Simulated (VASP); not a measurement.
# Mg (P6_3/mmc) in VASP: a series of runs

Runs on Mg. Level: PBEsol. Tasks: single point, relaxation of cell and atoms.

Everything below comes from runs of VASP 6.6.1. Logs are shortened: lines on timing, memory, paths and dates and some standing lists are left out, and cuts for length are marked.

**1. The cell of the first run**

Symmetry: P6_3/mmc, No. 194, hexagonal system. Conventional cell: a = 3.189 Å, b = 3.189 Å, c = 5.108 Å, α = 90.00°, β = 90.00°, γ = 120.00°. Mg (site symmetry -6m2) has 12 Mg at 3.15 to 3.19 Å within 4.1 Å.

**2. Single point, PBEsol**

File INCAR:

```
PREC     = Accurate       # precision mode
ENCUT    = 520            # plane-wave cutoff, eV
EDIFF    = 1E-6           # SCF threshold, eV
ISMEAR   = 0              # smearing method
SIGMA    = 0.1            # smearing width, eV
LREAL    = F              # projectors in reciprocal space
LASPH    = T              # aspherical terms in the spheres
NELM     = 60             # most SCF steps
ALGO     = Fast           # electronic algorithm
ISIF     = 2              # what is computed and relaxed
LWAVE    = F              # write WAVECAR
LCHARG   = T              # write CHGCAR
GGA      = PS             # functional
LELF     = T              # ELF
LVHAR    = T            
NBANDS   = 9              # bands
```

File KPOINTS:

```
regular mesh
0
Gamma
  15 15 8
```

File POSCAR:

```
Mg
1.0
    3.1894367241      0.0000000000      0.0000000000
   -1.5947183620      2.7621332268      0.0000000000
    0.0000000000      0.0000000000      5.1081676401
Mg
2
Direct
    0.3333333333      0.6666666667      0.2500000000
    0.6666666667      0.3333333333      0.7500000000
```

Potentials or basis: VASP PAW PBE potentials, release 64 (Mg).

On the command line:

```
$ cat potpaw_PBE.64/Mg/POTCAR > POTCAR
$ mpirun -np 1 vasp_std > vasp.out
```

OUTCAR:

```text
PREC = Accurate
   ENCUT = 520
   EDIFF = 1E-6
   ISMEAR = 0
   LREAL = F
   LASPH = T
   NELM = 60
   ISIF = 2
   GGA = PS

 ion  position               nearest neighbor table
   1  0.333  0.667  0.250-   2 3.15   2 3.15   2 3.15   2 3.15   2 3.15   2 3.15
   2  0.667  0.333  0.750-   1 3.15   1 3.15   1 3.15   1 3.15   1 3.15   1 3.15

  LATTYP: Found a hexagonal cell.
 ALAT       =     3.1894367241
 C/A-ratio  =     1.6015892717

  Lattice vectors:

 A1 = (   3.1894367241,   0.0000000000,   0.0000000000)
 A2 = (  -1.5947183620,   2.7621332268,   0.0000000000)
 A3 = (   0.0000000000,   0.0000000000,   5.1081676401)

Analysis of symmetry for initial positions (statically):
=====================================================================
 Subroutine PRICEL returns:
 Original cell was already a primitive cell.

 Routine SETGRP: Setting up the symmetry group for a
 hexagonal supercell.

 Subroutine GETGRP returns: Found 24 space group operations
 (whereof 12 operations were pure point group operations)
 out of a pool of 24 trial point group operations.

The static configuration has the point symmetry D_3d.
 The point group associated with its full space group is D_6h.

Analysis of symmetry for dynamics (positions and initial velocities):
=====================================================================
 Subroutine PRICEL returns:
 Original cell was already a primitive cell.

 Routine SETGRP: Setting up the symmetry group for a
 hexagonal supercell.

 Subroutine GETGRP returns: Found 24 space group operations
 (whereof 12 operations were pure point group operations)
 out of a pool of 24 trial point group operations.

The dynamic configuration has the point symmetry D_3d.
 The point group associated with its full space group is D_6h.

 Subroutine INISYM returns: Found 24 space group operations
 (whereof 12 operations are pure point group operations),
 and found     1 'primitive' translations

----------------------------------------------------------------------------------------

                                     Primitive cell

  volume of cell :      45.0012

  direct lattice vectors                    reciprocal lattice vectors
     3.189436724  0.000000000  0.000000000     0.313534986  0.181019509  0.000000000
    -1.594718362  2.762133227  0.000000000     0.000000000  0.362039018  0.000000000
[... 90 lines left out ...]
   NFREE  =      0    steps in history (QN), initial steepest desc. (CG)
   ISIF   =      2    stress and relaxation
   ISYM   =      2    0-nonsym 1-usesym 2-fastsym
   POTIM  = 0.5000    time-step for ionic-motion
   TEBEG  =    0.0;   TEEND  =   0.0 temperature during run
   PSTRESS=    0.0 pullay stress
   NELECT =       4.0000    total number of electrons
   NUPDOWN=      -1.0000    fix difference up-down
   EMIN   =  10.00;   EMAX   =-10.00  energy-range for DOS
   EFERMI =   0.00;   METHOD = LEGACY
   ISMEAR =     0;   SIGMA  =   0.10  broadening in eV -4-tet -1-fermi 0-gaus
   EFERMI_NEDOS =   21; number of points for ismear=-14 and -15
   IALGO  =     68    algorithm
   IMIX   =      4    mixing-type and parameters
     AMIX     =   0.40;   BMIX     =  1.00
     AMIX_MAG =   1.60;   BMIX_MAG =  1.00
  volume/ion in A,a.u.               =      22.50       151.84
  Fermi-wavevector in a.u.,A,eV,Ry     =   0.730612  1.380657  7.262710  0.533794
  Thomas-Fermi vector in A             =   1.822625
   LORBIT       =      0    0 simple, 1 ext, 2 COOP (PROOUT), +10 PAW based schemes
   GGA     = PS    functional components
   LHFCALC =     F    Hartree Fock is set to
   AEXX    =    0.0000 exact exchange contribution
   IVDW    =     0    specifies the selected vdW correction
   LEPSILON=     F    determine dielectric tensor
   LRPA    =     F    only Hartree local field effects (RPA)
 non-spin polarized calculation
 RMM-DIIS sequential band-by-band and
 Gauss-broadening in eV      SIGMA  =   0.10
  energy-cutoff  :      520.00
  volume of cell :       45.00
 maximum number of plane-waves:      1236
 NGX is ok and might be reduce to    24
   NGX = 11   NGY = 11   NGZ = 19

 number of electron       4.0000000 magnetization

 Free energy of the ion-electron system (eV)
  ---------------------------------------------------
  ext. energy  EPLUGINS =         0.00000000
  ---------------------------------------------------
  free energy    TOTEN  =        -3.44980733 eV

  energy without entropy =       -3.44502321  energy(sigma->0) =       -3.44741527

 E-fermi :   2.6942     XC(G=0):  -8.5966

 val. band max:        2.6724457250   @ k =   0.3333   0.1333   0.1250
 cond. band min:       2.7058516355   @ k =   0.2667   0.2667   0.2500
 fundamental gap:      0.0334059105
 Fermi energy:         2.6942036051

 k-point     1 :       0.0000    0.0000    0.0000
  band No.  band energies     occupation
      1      -4.3191      2.00000
      2       1.0507      2.00000
      3       1.5873      2.00000
      4      13.5941      0.00000
      5      13.5941      0.00000
      6      13.7198      0.00000
      7      13.7198      0.00000
      8      14.6905      0.00000
      9      16.1729      0.00000
[... 265 lines left out ...]
 k-point    24 :       0.4000    0.2000    0.0000
  band No.  band energies     occupation
      1       1.0371      2.00000
      2       1.0673      2.00000
      3       4.5726      0.00000
      4       5.9334      0.00000
      5       6.3008      0.00000
      6       6.6106      0.00000
      7       8.0102      0.00000
      8       9.8188      0.00000
      9      11.0307      0.00000

 [... further k-points ...]

------------------------ aborting loop because EDIFF is reached ----------------------------------------

  FORCE on cell =-STRESS in cart. coord.  units (eV):
  Direction    XX          YY          ZZ          XY          YZ          ZX
  --------------------------------------------------------------------------------------
  -------------------------------------------------------------------------------------
  Total       -0.0128087     -0.0128087     -0.0123638     -0.0000000      0.0000000      0.0000000
  in kB       -0.4560270     -0.4560270     -0.4401886     -0.0000000      0.0000000      0.0000000
  external PRESSURE =      -0.4507475 kB  Pullay stress =       0.0000000 kB

 VOLUME and BASIS-vectors are now :
 -----------------------------------------------------------------------------
  energy-cutoff  :      520.00
  volume of cell :       45.00
      direct lattice vectors                 reciprocal lattice vectors
     3.189436724  0.000000000  0.000000000     0.313534986  0.181019509  0.000000000
    -1.594718362  2.762133227  0.000000000     0.000000000  0.362039018  0.000000000
     0.000000000  0.000000000  5.108167640     0.000000000  0.000000000  0.195764914

 POSITION                                       TOTAL-FORCE (eV/Angst)
 -----------------------------------------------------------------------------------
     -0.00000      1.84142      1.27704        -0.000000      0.000000      0.000000
      1.59472      0.92071      3.83113         0.000000     -0.000000      0.000000
 -----------------------------------------------------------------------------------
    total drift:                               -0.000000      0.000000     -0.000000

  FREE ENERGIE OF THE ION-ELECTRON SYSTEM (eV)
  ---------------------------------------------------
  free  energy   TOTEN  =        -3.4498073298 eV

  energy  without entropy=       -3.4450232088  energy(sigma->0) =       -3.44741527
```

Wall time 22 s (1 thread of Intel Xeon 6975P-C, shared host); peak memory 0.19 GiB.

Results:

```
Free energy            : -3.4498 eV
Pressure               : 0.0 GPa
Band gap on the k mesh : zero (band 2 reaches 3.59 eV, above the bottom of band 3 at 1.59 eV)
```

Caveat: the PAW data sets were made with another functional, which shifts forces and pressure a little.

**3. Relaxation of cell and atoms, PBEsol**

This run uses another cell than the first one, of 22.93 Å³/atom, 1.019 times its volume.

File INCAR:

```
SYSTEM = Mg
ALGO = Normal
EDIFF = 1E-6
EDIFFG = -0.005
ENCUT = 600
GGA = PS
IBRION = 2
ISIF = 3
ISMEAR = 0
LASPH = .TRUE.
LCHARG = .FALSE.
LREAL = .FALSE.
LWAVE = .FALSE.
NELM = 80
NSW = 70
PREC = Accurate
SIGMA = 0.1
```

File KPOINTS:

```
k-points
0
G
  15 15 8
  0 0 0
```

File POSCAR:

```
Mg
1.0
    3.2100636628      0.0000000000      0.0000000000
   -1.6050318314      2.7799966797      0.0000000000
    0.0000000000      0.0000000000      5.1379319477
Mg
2
Direct
    0.3333333333      0.6666666667      0.2500000000
    0.6666666667      0.3333333333      0.7500000000
```

Potentials or basis: VASP PAW PBE potentials, release 64 (Mg).

On the command line:

```
$ cat potpaw_PBE.64/Mg/POTCAR > POTCAR
$ mpirun -np 1 vasp_std > vasp.out
```

Wall time 51 s (1 thread of Intel Xeon 6975P-C, shared host); peak memory 0.21 GiB.

Results (log left out):

- Free energy: -3.4500 eV
- Relaxed volume: 22.47 Å³/atom
- Relaxed cell: a = 3.189 Å, b = 3.189 Å, c = 5.105 Å, α = 90.00°, β = 90.00°, γ = 120.00°
- Space group after relaxing (to 0.05 Å): P6_3/mmc (No. 194)
- Energy gained by relaxing: 1.0 meV/atom
- Ionic steps: 3
- Pressure after relaxing: 0.0 GPa
- Band gap on the k mesh: zero (band 2 reaches 3.60 eV, above the bottom of band 3 at 1.60 eV)

The path:
| step | energy change (eV) | largest force (eV/Å) | pressure (GPa) | volume (Å³) |
| --- | --- | --- | --- | --- |
| 1 | 0.0000 | 0.0000 | -0.72 | 45.85 |
| 2 | -0.0020 | 0.0000 | -0.18 | 45.17 |
| 3 | -0.0021 | 0.0000 | 0.00 | 44.95 |

Final structure:
```
Mg
1.0
     3.18859    0.00000    0.00000
    -1.59430    2.76140    0.00000
     0.00000    0.00000    5.10468
Mg
2
Direct
  0.33333 0.66667 0.25000
  0.66667 0.33333 0.75000
```

Levels at points of the mesh, in eV from the Fermi level:
```tsv
k point	band 1	band 2	band 3	band 4	band 5	band 6
(0.00, 0.00, 0.00)	-7.02	-1.64	-1.10	10.90	10.90	11.03
(0.00, 0.00, 0.50)	-5.58	-5.58	5.31	5.31	11.67	11.67
```

Caveat: the PAW data sets were made with another functional, which shifts forces and pressure a little.
